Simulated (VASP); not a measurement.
# Cu (Fm-3m) in VASP: further runs

Cu is run at these levels: r2SCAN; tasks: single point, relaxation of cell and atoms.

All numbers are computed with VASP 6.6.1; they aren't measurements. Logs are shortened: lines on timing, memory, paths and dates and some standing lists are left out, and cuts for length are marked.

## (1) The cell of the first run

Symmetry: Fm-3m, No. 225, cubic system. Conventional cell: a = 3.562 Å, b = 3.562 Å, c = 3.562 Å, α = 90.00°, β = 90.00°, γ = 90.00°. Within 3.3 Å of Cu (site symmetry m-3m) lie 12 Cu at 2.52 Å.

## (2) Single point, r2SCAN

The input, POSCAR:

```
Cu
1.0
    0.0000000000      1.7812434782      1.7812434782
    1.7812434782      0.0000000000      1.7812434782
    1.7812434782      1.7812434782      0.0000000000
Cu
1
Direct
    0.0000000000      0.0000000000      0.0000000000
```

The input, INCAR.step1:

```
SYSTEM = Cu
PREC     = Accurate       ! precision mode
ENCUT    = 520            ! plane-wave cutoff, eV
ISMEAR   = -1             ! smearing method
SIGMA    = 0.1            ! smearing width, eV
LREAL    = .False.        ! projectors in reciprocal space
LASPH    = .True.         ! aspherical terms in the spheres
NELM     = 60             ! most SCF steps
NBANDS   = 12             ! bands
GGA      = PE             ! functional
ALGO     = Normal         ! electronic algorithm
EDIFF    = 1E-4           ! SCF threshold, eV
LWAVE    = .True.         ! write WAVECAR
LCHARG   = .False.        ! write CHGCAR
```

The input, INCAR.step2:

```
SYSTEM = Cu
PREC     = Accurate       ! precision mode
ENCUT    = 520            ! plane-wave cutoff, eV
EDIFF    = 1E-6           ! SCF threshold, eV
ISMEAR   = -1             ! smearing method
SIGMA    = 0.1            ! smearing width, eV
LREAL    = .False.        ! projectors in reciprocal space
LASPH    = .True.         ! aspherical terms in the spheres
NELM     = 60             ! most SCF steps
ALGO     = Normal         ! electronic algorithm
ISIF     = 2              ! what is computed and relaxed
LWAVE    = .False.        ! write WAVECAR
LCHARG   = .False.        ! write CHGCAR
METAGGA  = R2SCAN         ! meta-GGA
LMIXTAU  = .True.       
NBANDS   = 12             ! bands
ISTART   = 1
```

The input, KPOINTS:

```
Automatic mesh
0
Gamma
  26 26 26
  0 0 0
```

Potentials or basis: VASP PAW PBE potentials, release 64 (Cu).

Started as:

```
$ cat potpaw_PBE.64/Cu/POTCAR > POTCAR
$ cp INCAR.step1 INCAR
$ mpirun -np 1 vasp_std > vasp.out
$ cp INCAR.step2 INCAR
$ mpirun -np 1 vasp_std > vasp.out
```

OUTCAR:

```text
SYSTEM = Cu
   PREC = Accurate
   ENCUT = 520
   EDIFF = 1E-6
   ISMEAR = -1
   LREAL = .False.
   LASPH = .True.
   NELM = 60
   ISIF = 2
   METAGGA = R2SCAN
   ISTART = 1

 ion  position               nearest neighbor table
   1  0.000  0.000  0.000-

  LATTYP: Found a face centered cubic cell.
 ALAT       =     3.5624869564

  Lattice vectors:

 A1 = (   0.0000000000,   1.7812434782,   1.7812434782)
 A2 = (   1.7812434782,   0.0000000000,   1.7812434782)
 A3 = (   1.7812434782,   1.7812434782,   0.0000000000)

Analysis of symmetry for initial positions (statically):
=====================================================================
 Subroutine PRICEL returns:
 Original cell was already a primitive cell.

 Routine SETGRP: Setting up the symmetry group for a
 face centered cubic supercell.

 Subroutine GETGRP returns: Found 48 space group operations
 (whereof 48 operations were pure point group operations)
 out of a pool of 48 trial point group operations.

The static configuration has the point symmetry O_h .

Analysis of symmetry for dynamics (positions and initial velocities):
=====================================================================
 Subroutine PRICEL returns:
 Original cell was already a primitive cell.

 Routine SETGRP: Setting up the symmetry group for a
 face centered cubic supercell.

 Subroutine GETGRP returns: Found 48 space group operations
 (whereof 48 operations were pure point group operations)
 out of a pool of 48 trial point group operations.

The dynamic configuration has the point symmetry O_h .

 Subroutine INISYM returns: Found 48 space group operations
 (whereof 48 operations are pure point group operations),
 and found     1 'primitive' translations

----------------------------------------------------------------------------------------

                                     Primitive cell

  volume of cell :      11.3032

  direct lattice vectors                    reciprocal lattice vectors
     0.000000000  1.781243478  1.781243478    -0.280702782  0.280702782  0.280702782
     1.781243478  0.000000000  1.781243478     0.280702782 -0.280702782  0.280702782
     1.781243478  1.781243478  0.000000000     0.280702782  0.280702782 -0.280702782

  length of vectors
     2.519058685  2.519058685  2.519058685     0.486191480  0.486191480  0.486191480

  position of ions in fractional coordinates (direct lattice)
     0.000000000  0.000000000  0.000000000

[... 81 lines left out ...]
   ISIF   =      2    stress and relaxation
   ISYM   =      2    0-nonsym 1-usesym 2-fastsym
   POTIM  = 0.5000    time-step for ionic-motion
   TEBEG  =    0.0;   TEEND  =   0.0 temperature during run
   PSTRESS=    0.0 pullay stress
   NELECT =      11.0000    total number of electrons
   NUPDOWN=      -1.0000    fix difference up-down
   EMIN   =  10.00;   EMAX   =-10.00  energy-range for DOS
   EFERMI =   0.00;   METHOD = LEGACY
   ISMEAR =    -1;   SIGMA  =   0.10  broadening in eV -4-tet -1-fermi 0-gaus
   EFERMI_NEDOS =   21; number of points for ismear=-14 and -15
   IALGO  =     38    algorithm
   IMIX   =      4    mixing-type and parameters
     AMIX     =   0.40;   BMIX     =  1.00
     AMIX_MAG =   1.60;   BMIX_MAG =  1.00
  volume/ion in A,a.u.               =      11.30        76.28
  Fermi-wavevector in a.u.,A,eV,Ry     =   1.622330  3.065759 35.809901  2.631954
  Thomas-Fermi vector in A             =   2.715960
   LORBIT       =      0    0 simple, 1 ext, 2 COOP (PROOUT), +10 PAW based schemes
   METAGGA = R2SCAN    functional components
   LHFCALC =     F    Hartree Fock is set to
   AEXX    =    0.0000 exact exchange contribution
   IVDW    =     0    specifies the selected vdW correction
   LEPSILON=     F    determine dielectric tensor
   LRPA    =     F    only Hartree local field effects (RPA)
 non-spin polarized calculation
  energy-cutoff  :      520.00
  volume of cell :       11.30
 maximum number of plane-waves:       319
   NGX =  9   NGY =  9   NGZ =  9

 number of electron      11.0000014 magnetization

 Free energy of the ion-electron system (eV)
  ---------------------------------------------------
  ext. energy  EPLUGINS =         0.00000000
  ---------------------------------------------------
  free energy    TOTEN  =       -10.82984699 eV

  energy without entropy =      -10.82116057  energy(sigma->0) =      -10.82550378

 E-fermi :   7.9701     XC(G=0): -14.0428

 val. band max:        7.9697420713   @ k =   0.5000   0.3462   0.1538
 cond. band min:       7.9702297098   @ k =   0.4615   0.3846   0.0385
 fundamental gap:      0.0004876385
 Fermi energy:         7.9701287415

 k-point     1 :       0.0000    0.0000    0.0000
  band No.  band energies     occupation
      1      -2.0708      2.00000
      2       4.6703      2.00000
      3       4.6704      2.00000
      4       4.6704      2.00000
      5       5.5448      2.00000
      6       5.5448      2.00000
      7      31.6965      0.00000
      8      35.0817      0.00000
      9      35.0817      0.00000
     10      35.0820      0.00000
     11      37.5119      0.00000
     12      37.5119      0.00000
[... 331 lines left out ...]
 k-point    24 :       0.3846    0.0385    0.0000
  band No.  band energies     occupation
      1       2.0058      2.00000
      2       4.6780      2.00000
      3       4.7235      2.00000
      4       4.9582      2.00000
      5       6.0373      2.00000
      6       6.0541      2.00000
      7      15.6000      0.00000
      8      30.2731      0.00000
      9      30.7591      0.00000
     10      32.5186      0.00000
     11      35.4516      0.00000
     12      36.8645      0.00000

 [... further k-points ...]

------------------------ aborting loop because EDIFF is reached ----------------------------------------

  FORCE on cell =-STRESS in cart. coord.  units (eV):
  Direction    XX          YY          ZZ          XY          YZ          ZX
  --------------------------------------------------------------------------------------
  -------------------------------------------------------------------------------------
  Total        0.1780302      0.1780302      0.1780302     -0.0000000     -0.0000000      0.0000000
  in kB       25.2350598     25.2350598     25.2350598     -0.0000000     -0.0000000      0.0000000
  external PRESSURE =      25.2350598 kB  Pullay stress =       0.0000000 kB

 VOLUME and BASIS-vectors are now :
 -----------------------------------------------------------------------------
  energy-cutoff  :      520.00
  volume of cell :       11.30
      direct lattice vectors                 reciprocal lattice vectors
     0.000000000  1.781243478  1.781243478    -0.280702782  0.280702782  0.280702782
     1.781243478  0.000000000  1.781243478     0.280702782 -0.280702782  0.280702782
     1.781243478  1.781243478  0.000000000     0.280702782  0.280702782 -0.280702782

 POSITION                                       TOTAL-FORCE (eV/Angst)
 -----------------------------------------------------------------------------------
      0.00000      0.00000      0.00000         0.000000      0.000000      0.000000
 -----------------------------------------------------------------------------------
    total drift:                                0.000000     -0.000000      0.000000

  FREE ENERGIE OF THE ION-ELECTRON SYSTEM (eV)
  ---------------------------------------------------
  free  energy   TOTEN  =       -10.8298469866 eV

  energy  without entropy=      -10.8211605708  energy(sigma->0) =      -10.82550378
```

OUTCAR.step1:

```text
SYSTEM = Cu
   PREC = Accurate
   ENCUT = 520
   ISMEAR = -1
   LREAL = .False.
   LASPH = .True.
[... 576 lines left out ...]
 -----------------------------------------------------------------------------------
      0.00000      0.00000      0.00000        -0.000000     -0.000000     -0.000000
 -----------------------------------------------------------------------------------
    total drift:                                0.000000      0.000000      0.000000

  FREE ENERGIE OF THE ION-ELECTRON SYSTEM (eV)
  ---------------------------------------------------
  free  energy   TOTEN  =        -3.7128592504 eV

  energy  without entropy=       -3.7037147563  energy(sigma->0) =       -3.70828700
```

OSZICAR.step1:

```text
N       E                     dE             d eps       ncg     rms          rms(c)
DAV:   1     0.423960220503E+02    0.42396E+02   -0.54057E+03 13652   0.156E+03
DAV:   2    -0.331291126217E+01   -0.45709E+02   -0.42282E+02 12620   0.206E+02
DAV:   3    -0.462754246618E+01   -0.13146E+01   -0.13009E+01 14308   0.396E+01
DAV:   4    -0.463554852836E+01   -0.80061E-02   -0.80048E-02 13960   0.274E+00
DAV:   5    -0.463561912645E+01   -0.70598E-04   -0.70597E-04 14500   0.264E-01    0.775E+00
DAV:   6    -0.406200204704E+01    0.57362E+00   -0.13918E+01 14668   0.716E+01    0.367E+00
DAV:   7    -0.372695101185E+01    0.33505E+00   -0.21162E+00 14668   0.277E+01    0.631E-01
DAV:   8    -0.371413739196E+01    0.12814E-01   -0.44816E-03 15476   0.781E-01    0.269E-01
DAV:   9    -0.371285606526E+01    0.12813E-02   -0.76041E-03 15396   0.153E+00    0.280E-02
DAV:  10    -0.371285925038E+01   -0.31851E-05   -0.24721E-05  7704   0.914E-02
   1 F= -.37128593E+01 E0= -.37082870E+01  d E =-.914449E-02
```

It took 2.1 min on 1 thread of Intel Xeon 6975P-C (Granite Rapids), shared host; peak memory 0.18 GiB.

What came out:

* Free energy: -10.8298 eV
* Pressure: 2.5 GPa
* Band gap on the k mesh: zero (an odd number of electrons rules out a gap without spin polarisation)

Levels at points of the mesh, in eV from the Fermi level:
| k point | band 3 | band 4 | band 5 | band 6 | band 7 | band 8 | band 9 | band 10 |
| --- | --- | --- | --- | --- | --- | --- | --- | --- |
| (0.00, 0.00, 0.00) | -3.30 | -3.30 | -2.43 | -2.43 | 23.73 | 27.11 | 27.11 | 27.11 |
| (0.50, 0.00, 0.00) | -3.35 | -1.80 | -1.80 | -1.20 | 4.18 | 22.21 | 23.84 | 23.84 |
| (0.50, 0.50, 0.00) | -1.83 | -1.63 | -1.63 | 1.54 | 7.73 | 14.10 | 14.10 | 18.57 |

Caveat: the PAW data sets were made with another functional, which shifts forces and pressure a little.

(Continued in part 2 of 2.)
